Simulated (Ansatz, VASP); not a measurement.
**As: VASP beside Ansatz**

```
CELL_PARAMETERS angstrom
2.72940 0.00000 0.00000
0.00000 2.72940 0.00000
0.00000 0.00000 2.72940
ATOMIC_POSITIONS crystal
As 0.00000 0.00000 0.00000
```

Alike in both runs: task relaxation of cell and atoms; functional PBE; k mesh 15 × 15 × 15; occupations fermi-dirac, width 0.05 eV; non-collinear spin, spin-orbit coupling.

|  | VASP | Ansatz |
| --- | --- | --- |
| version | VASP 6.6.1 | Ansatz 0.2.0 |
| potentials or method | VASP PAW PBE potentials, release 64 (As), cutoff 600 eV | all-electron LAPW |

Ansatz gave:

| Quantity | Value |
| --- | --- |
| net moment per atom (μB) | 0.00 |
| relaxed volume (Å³/atom) | 20.33 |
| relaxed cell length with the largest relative difference (Å) | 2.729 |

Task: Which values does VASP return?

Result: net moment per atom (μB): 0.00; relaxed volume (Å³/atom): 20.37; relaxed cell length with the largest relative difference (Å): 2.731.

Ansatz ran all-electron here, and VASP with PAW potentials.
